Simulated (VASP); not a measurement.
Runs of VASP 6.6.1 on ZnSe. The structure is that of space group F-43m (No. 216), or close to it. The cells are those of the table. 

| task | level | potentials or basis | cell | k mesh | cutoff (eV) | smearing | gap on the mesh (eV) | pressure (GPa) | relaxed volume (Å³/atom) |
| --- | --- | --- | --- | --- | --- | --- | --- | --- | --- |
| relaxation of cell and atoms | LDA | VASP PAW LDA potentials, release 64 (Zn, Se) | relaxed from a = 4.053 Å, angles 60.0°, 2 atoms | 8 × 8 × 8 | 600 | fermi-dirac 0.02 eV | 1.27 | 0.0 | 21.66 |
| single point | PBE | VASP PAW PBE potentials, release 64 (Zn, Se) | a = 4.006 Å, angles 60.0°, 2 atoms | 4 × 4 × 4 | 520 | gaussian 0.01 eV | 1.28 | 2.8 | - |
| single point | LDA | VASP PAW LDA potentials, release 64 (Zn, Se) | a = 3.937 Å, angles 60.0°, 2 atoms | 8 × 8 × 8 | 520 | fermi-dirac 0.02 eV | 1.29 | 0.4 | - |
| single point | PBE | VASP PAW PBE potentials, release 64 (Zn, Se) | a = 4.006 Å, angles 60.0°, 2 atoms | 8 × 8 × 8 | 520 | fermi-dirac 0.02 eV | 1.30 | 2.4 | - |
| single point | PBEsol | VASP PAW PBE potentials, release 64 (Zn, Se) | a = 3.984 Å, angles 60.0°, 2 atoms | 8 × 8 × 8 | 520 | fermi-dirac 0.02 eV | 1.24 | 0.3 | - |
| relaxation of cell and atoms | PBEsol | VASP PAW PBE potentials, release 64 (Zn, Se) | relaxed from a = 4.053 Å, angles 60.0°, 2 atoms | 8 × 8 × 8 | 600 | fermi-dirac 0.02 eV | (b) | 0.0 | 22.43 |
| single point | PBE | VASP PAW PBE potentials, release 64 (Zn, Se) | a = 4.053 Å, angles 60.0°, 2 atoms | 8 × 8 × 8 | 520 | fermi-dirac 0.02 eV | 1.15 | (a) | - |
| single point | r2SCAN | VASP PAW PBE potentials, release 64 (Zn, Se) | a = 4.006 Å, angles 60.0°, 2 atoms | 8 × 8 × 8 | 520 | fermi-dirac 0.02 eV | 1.87 | 0.1 | - |
| relaxation of cell and atoms | PBE | VASP PAW PBE potentials, release 64 (Zn, Se) | relaxed from a = 3.820 Å, angles 60.0°, 2 atoms | 8 × 8 × 8 | 600 | fermi-dirac 0.02 eV | 1.14 | 0.0 | 23.63 |
| single point | LDA | VASP PAW LDA potentials, release 64 (Zn, Se) | a = 4.006 Å, angles 60.0°, 2 atoms | 8 × 8 × 8 | 520 | gaussian 0.01 eV | (c) | -3.0 | - |
| single point | r2SCAN | VASP PAW PBE potentials, release 64 (Zn, Se) | a = 4.006 Å, angles 60.0°, 2 atoms | 8 × 8 × 8 | 520 | gaussian 0.01 eV | 1.87 | 0.1 | - |

Alike in all rows: no spin polarisation.

Estimate the missing entries.

(a) 0.2; (b) 1.23; (c) 1.07.

Caveats: some runs use coarse meshes; the PAW data sets were made with another functional, which shifts forces and pressure a little (some runs); the volume moved by over 15 % at a fixed basis, so the end points are rough (some runs).

A k mesh can miss the band edges, and the runs leave out spin-orbit coupling on Se.
